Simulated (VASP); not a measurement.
# InGaTe3: relaxation of cell and atoms with PBE

The system is InGaTe3.

```
In Ga Te
1.0
     6.31441    0.00000    0.00000
    -3.15720    5.46844    0.00000
     0.00000    0.00000    5.53034
In Ga Te
1 1 3
Direct
  0.00000 0.00000 0.00000
  0.00000 0.00000 0.50000
  0.50000 0.00000 0.50000
  0.00000 0.50000 0.50000
  0.50000 0.50000 0.50000
```

The cell was generated, and may not be a known phase.

```yaml
Program: VASP 6.6.1
Task: relaxation of cell and atoms
Functional: PBE
Potentials_or_basis: VASP PAW PBE potentials, release 64 (In_d, Ga_d, Te)
Cutoff: 600 eV
k_mesh: 6 × 6 × 8
Occupations: gaussian, width 0.1 eV
Spin: no spin polarisation
Dipole_correction: no
Further_INCAR_settings: ALGO = Normal; EDIFF = 1e-06; IBRION = 2; EDIFFG = -0.01; NSW = 100; ISIF = 3
```

* Relaxed volume: 38.37 Å³/atom
* Relaxed cell: a = 6.329 Å, b = 6.329 Å, c = 5.531 Å, α = 90.00°, β = 90.00°, γ = 120.00°
* Space group after relaxing (to 0.1 Å): P6/mmm (No. 191)
* Energy gained by relaxing: 0.2 meV/atom
* Ionic steps: 5
* Pressure after relaxing: 0.0 GPa
* Band gap on the k mesh: zero (bands 22 and 23 overlap by 1.73 eV)

The path:
```tsv
step	energy change (eV)	largest force (eV/Å)	pressure (GPa)	volume (Å³)
1	0.0000	0.0000	0.21	190.96
2	-0.0008	0.0000	-0.10	192.32
3	-0.0009	0.0000	-0.06	191.93
4	-0.0009	0.0000	0.05	191.78
5	-0.0009	0.0000	0.01	191.86
```

Final structure:
```
CELL_PARAMETERS angstrom
6.32914 0.00000 0.00000
-3.16457 5.48120 0.00000
0.00000 0.00000 5.53059
ATOMIC_POSITIONS crystal
In 0.00000 0.00000 0.00000
Ga 0.00000 0.00000 0.50000
Te 0.50000 0.00000 0.50000
Te 0.00000 0.50000 0.50000
Te 0.50000 0.50000 0.50000
```

Levels at points of the mesh, in eV from the Fermi level:
| k point | band 19 | band 20 | band 21 | band 22 | band 23 | band 24 | band 25 | band 26 |
| --- | --- | --- | --- | --- | --- | --- | --- | --- |
| (0.00, 0.00, 0.00) | -1.99 | -0.21 | -0.18 | -0.18 | 1.89 | 2.06 | 2.06 | 3.17 |
| (0.50, 0.00, 0.00) | -2.04 | -1.43 | -1.34 | -0.32 | -0.30 | 0.20 | 0.55 | 2.25 |
| (0.00, 0.00, 0.50) | -2.16 | -0.52 | -0.52 | 1.29 | 1.29 | 1.91 | 2.68 | 2.68 |
| (0.50, 0.00, 0.50) | -1.40 | -1.35 | -1.30 | -0.93 | -0.27 | 1.71 | 2.34 | 2.78 |

Run time: 5.3 min on 1 thread of Intel(R) Xeon(R) 6975P-C (Granite Rapids) (shared host), peak memory 0.51 GiB.

Caveat: spin-orbit coupling is left out, which moves the levels of the heavy elements.
